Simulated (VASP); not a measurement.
# Pt (Im-3m) in VASP: a series of runs, part 2 of 2

VASP 6.6.1.

**3. Single point, PBEsol**

This run uses another cell than the first one, of 14.29 Å³/atom, 0.972 times its volume.

Input file INCAR:

```
SYSTEM = Pt
PREC     = Accurate       ! precision mode
ENCUT    = 520            ! plane-wave cutoff, eV
EDIFF    = 1E-7           ! SCF threshold, eV
ISMEAR   = -1             ! smearing method
SIGMA    = 0.05           ! smearing width, eV
LREAL    = .FALSE.        ! projectors in reciprocal space
LASPH    = .TRUE.         ! aspherical terms in the spheres
NELM     = 80             ! most SCF steps
ALGO     = Normal         ! electronic algorithm
ISIF     = 2              ! what is computed and relaxed
LWAVE    = .FALSE.        ! write WAVECAR
LCHARG   = .FALSE.        ! write CHGCAR
GGA      = PS             ! functional
NBANDS   = 11             ! bands
```

Input file KPOINTS:

```
Automatic mesh
0
G
  12 12 12
  0 0 0
```

Input file POSCAR:

```
Pt
1.0
   -1.5285777323      1.5285777323      1.5285777323
    1.5285777323     -1.5285777323      1.5285777323
    1.5285777323      1.5285777323     -1.5285777323
Pt
1
Direct
    0.0000000000      0.0000000000      0.0000000000
```

Potentials or basis: VASP PAW PBE potentials, release 64 (Pt).

Launch:

```bash
cat potpaw_PBE.64/Pt/POTCAR > POTCAR
mpirun -np 1 vasp_std > vasp.out
```

OUTCAR:

```text
SYSTEM = Pt
   PREC = Accurate
   ENCUT = 520
   EDIFF = 1E-7
   ISMEAR = -1
   LREAL = .FALSE.
   LASPH = .TRUE.
   NELM = 80
   ISIF = 2
   GGA = PS

 ion  position               nearest neighbor table
   1  0.000  0.000  0.000-

  LATTYP: Found a body centered cubic cell.
 ALAT       =     3.0571554646

  Lattice vectors:

 A1 = (  -1.5285777323,   1.5285777323,   1.5285777323)
 A2 = (   1.5285777323,  -1.5285777323,   1.5285777323)
 A3 = (   1.5285777323,   1.5285777323,  -1.5285777323)

Analysis of symmetry for initial positions (statically):
=====================================================================
 Subroutine PRICEL returns:
 Original cell was already a primitive cell.

 Routine SETGRP: Setting up the symmetry group for a
 body centered cubic supercell.

 Subroutine GETGRP returns: Found 48 space group operations
[... 9 lines left out ...]

 Routine SETGRP: Setting up the symmetry group for a
 body centered cubic supercell.

 Subroutine GETGRP returns: Found 48 space group operations
[... 11 lines left out ...]
                                     Primitive cell

  volume of cell :      14.2864

  direct lattice vectors                    reciprocal lattice vectors
    -1.528577732  1.528577732  1.528577732     0.000000000  0.327101455  0.327101455
     1.528577732 -1.528577732  1.528577732     0.327101455  0.000000000  0.327101455
     1.528577732  1.528577732 -1.528577732     0.327101455  0.327101455  0.000000000

  length of vectors
     2.647574296  2.647574296  2.647574296     0.462591314  0.462591314  0.462591314

  position of ions in fractional coordinates (direct lattice)
     0.000000000  0.000000000  0.000000000

  ion indices of the primitive-cell ions
   primitive index   ion index
                 1           1

----------------------------------------------------------------------------------------

 KPOINTS: Automatic mesh

Automatic generation of k-mesh.
 Grid dimensions read from file:
 generate k-points for:   12   12   12

 Generating k-lattice:

  Cartesian coordinates                     Fractional coordinates (reciprocal lattice)
     0.000000000  0.027258455  0.027258455     0.083333333  0.000000000  0.000000000
     0.027258455  0.000000000  0.027258455     0.000000000  0.083333333  0.000000000
     0.027258455  0.027258455  0.000000000     0.000000000  0.000000000  0.083333333

  Length of vectors
     0.038549276  0.038549276  0.038549276

  Shift w.r.t. Gamma in fractional coordinates (k-lattice)
     0.000000000  0.000000000  0.000000000

 Subroutine IBZKPT returns following result:
 ===========================================

 Found     72 irreducible k-points:

 Following reciprocal coordinates:
            Coordinates               Weight
  0.000000  0.000000  0.000000      1.000000
  0.083333  0.000000  0.000000     12.000000
  0.166667  0.000000  0.000000     12.000000
  0.250000  0.000000  0.000000     12.000000
  0.333333  0.000000  0.000000     12.000000
  0.416667  0.000000  0.000000     12.000000
[... 16 lines left out ...]
  0.333333  0.083333  0.083333     24.000000
  0.416667  0.083333  0.083333     12.000000
 [... further k-points ...]
   k-points           NKPTS =     72   k-points in BZ     NKDIM =     72   number of bands    NBANDS=     11
   number of dos      NEDOS =    301   number of ions     NIONS =      1
   total plane-waves  NPLWV =   8000
   dimension x,y,z NGX =    20 NGY =   20 NGZ =   20
   dimension x,y,z NGXF=    40 NGYF=   40 NGZF=   40
   ions per type =               1
   NGX,Y,Z   is equivalent  to a cutoff of  12.56, 12.56, 12.56 a.u.
   NGXF,Y,Z  is equivalent  to a cutoff of  25.12, 25.12, 25.12 a.u.
 SYSTEM =  Pt
   PREC   = accura    normal or accurate (medium, high low for compatibility)
   ISTART =      0    job   : 0-new  1-cont  2-samecut
   ICHARG =      2    charge: 1-file 2-atom 10-const
   ISPIN  =      1    spin polarized calculation?
   LNONCOLLINEAR =      F non collinear calculations
   LSORBIT =      F    spin-orbit coupling
   LASPH  =      T    aspherical Exc in radial PAW
   ENCUT  =  520.0 eV  38.22 Ry    6.18 a.u.   4.92  4.92  4.92*2*pi/ulx,y,z
   NELM   =     80;   NELMIN=  2; NELMDL= -5     # of ELM steps
   EDIFF  = 0.1E-06   stopping-criterion for ELM
   LREAL  =      F    real-space projection
   EDIFFG = 0.1E-05   stopping-criterion for IOM
   NSW    =      0    number of steps for IOM
   IBRION =     -1    ionic relax: 0-MD 1-quasi-New 2-CG
   NFREE  =      0    steps in history (QN), initial steepest desc. (CG)
   ISIF   =      2    stress and relaxation
   ISYM   =      2    0-nonsym 1-usesym 2-fastsym
   POTIM  = 0.5000    time-step for ionic-motion
   TEBEG  =    0.0;   TEEND  =   0.0 temperature during run
   PSTRESS=    0.0 pullay stress
   NELECT =      10.0000    total number of electrons
   NUPDOWN=      -1.0000    fix difference up-down
   EMIN   =  10.00;   EMAX   =-10.00  energy-range for DOS
   EFERMI =   0.00;   METHOD = LEGACY
   ISMEAR =    -1;   SIGMA  =   0.05  broadening in eV -4-tet -1-fermi 0-gaus
   EFERMI_NEDOS =   21; number of points for ismear=-14 and -15
   IALGO  =     38    algorithm
   IMIX   =      4    mixing-type and parameters
     AMIX     =   0.40;   BMIX     =  1.00
     AMIX_MAG =   1.60;   BMIX_MAG =  1.00
  volume/ion in A,a.u.               =      14.29        96.41
  Fermi-wavevector in a.u.,A,eV,Ry     =   1.453563  2.746836 28.747022  2.112846
  Thomas-Fermi vector in A             =   2.570815
   LORBIT       =      0    0 simple, 1 ext, 2 COOP (PROOUT), +10 PAW based schemes
   GGA     = PS    functional components
   LHFCALC =     F    Hartree Fock is set to
   AEXX    =    0.0000 exact exchange contribution
   IVDW    =     0    specifies the selected vdW correction
   LEPSILON=     F    determine dielectric tensor
   LRPA    =     F    only Hartree local field effects (RPA)
 non-spin polarized calculation
  energy-cutoff  :      520.00
  volume of cell :       14.29
 maximum number of plane-waves:       402
   NGX =  9   NGY =  9   NGZ =  9

 number of electron      10.0000002 magnetization

 Free energy of the ion-electron system (eV)
  ---------------------------------------------------
  ext. energy  EPLUGINS =         0.00000000
  ---------------------------------------------------
  free energy    TOTEN  =        -6.81749179 eV

  energy without entropy =       -6.81226227  energy(sigma->0) =       -6.81487703

 E-fermi :  11.8129     XC(G=0): -13.9428

 val. band max:       11.7908371274   @ k =   0.5000   0.0000   0.0000
 cond. band min:      11.8793055687   @ k =  -0.4167  -0.4167   0.1667
 fundamental gap:      0.0884684413
 Fermi energy:        11.8129261215

 k-point     1 :       0.0000    0.0000    0.0000
  band No.  band energies     occupation
      1       1.2595      2.00000
      2       7.8403      2.00000
      3       7.8403      2.00000
      4       7.8403      2.00000
      5      10.7502      2.00000
      6      10.7502      2.00000
      7      28.9267      0.00000
      8      28.9267      0.00000
      9      28.9267      0.00000
     10      40.2598      0.00000
     11      40.2598      0.00000

 k-point     2 :       0.0833    0.0000    0.0000
  band No.  band energies     occupation
      1       1.5699      2.00000
      2       7.7092      2.00000
      3       7.8350      2.00000
      4       8.1020      2.00000
      5      10.5804      2.00000
      6      10.7590      2.00000
      7      29.0861      0.00000
      8      29.2683      0.00000
      9      29.4029      0.00000
     10      37.4838      0.00000
     11      38.2991      0.00000

 k-point     3 :       0.1667    0.0000    0.0000
  band No.  band energies     occupation
      1       2.4298      2.00000
      2       7.3676      2.00000
      3       7.7906      2.00000
      4       8.8609      2.00000
      5      10.2936      2.00000
      6      10.7958      2.00000
      7      29.1192      0.00000
      8      29.4120      0.00000
      9      30.7595      0.00000
     10      35.5320      0.00000
     11      35.8608      0.00000
[... 267 lines left out ...]
 k-point    23 :       0.3333    0.0833    0.0833
  band No.  band energies     occupation
      1       4.8832      2.00000
      2       6.2464      2.00000
      3       9.0868      2.00000
      4      10.6896      2.00000
      5      11.1372      2.00000
      6      14.5389      0.00000
      7      20.3380      0.00000
      8      25.6148      0.00000
      9      27.2768      0.00000
     10      35.9369      0.00000
     11      37.7365      0.00000

 k-point    24 :       0.4167    0.0833    0.0833
  band No.  band energies     occupation
      1       4.8315      2.00000
      2       6.1662      2.00000
      3       9.9185      2.00000
      4      10.7198      2.00000
      5      11.1864      1.99999
      6      15.5532      0.00000
      7      18.6241      0.00000
      8      25.2376      0.00000
      9      26.7106      0.00000
     10      37.0893      0.00000
     11      37.1449      0.00000

 [... further k-points ...]
[... 5 lines left out ...]
  --------------------------------------------------------------------------------------
  -------------------------------------------------------------------------------------
  Total        1.7564357      1.7564357      1.7564357      0.0000000     -0.0000000      0.0000000
  in kB      196.9791461    196.9791461    196.9791461      0.0000000     -0.0000000      0.0000000
  external PRESSURE =     196.9791461 kB  Pullay stress =       0.0000000 kB

 VOLUME and BASIS-vectors are now :
 -----------------------------------------------------------------------------
  energy-cutoff  :      520.00
  volume of cell :       14.29
      direct lattice vectors                 reciprocal lattice vectors
    -1.528577732  1.528577732  1.528577732     0.000000000  0.327101455  0.327101455
     1.528577732 -1.528577732  1.528577732     0.327101455  0.000000000  0.327101455
     1.528577732  1.528577732 -1.528577732     0.327101455  0.327101455  0.000000000

 POSITION                                       TOTAL-FORCE (eV/Angst)
 -----------------------------------------------------------------------------------
      0.00000      0.00000      0.00000         0.000000      0.000000      0.000000
 -----------------------------------------------------------------------------------
    total drift:                                0.000000      0.000000      0.000000

  FREE ENERGIE OF THE ION-ELECTRON SYSTEM (eV)
  ---------------------------------------------------
  free  energy   TOTEN  =        -6.8174917913 eV

  energy  without entropy=       -6.8122622651  energy(sigma->0) =       -6.81487703
```

Wall time 4.5 s (1 thread of Intel Xeon 6975P-C (Granite Rapids), shared host); peak memory 0.13 GiB.

Results:

```
Free energy            : -6.8175 eV
Pressure               : 19.7 GPa
Band gap on the k mesh : zero (band 5 reaches 13.16 eV, above the bottom of band 6 at 10.56 eV)
```

Caveat: the PAW data sets were made with another functional, which shifts forces and pressure a little; spin-orbit coupling is left out, which moves the levels of the heavy elements.
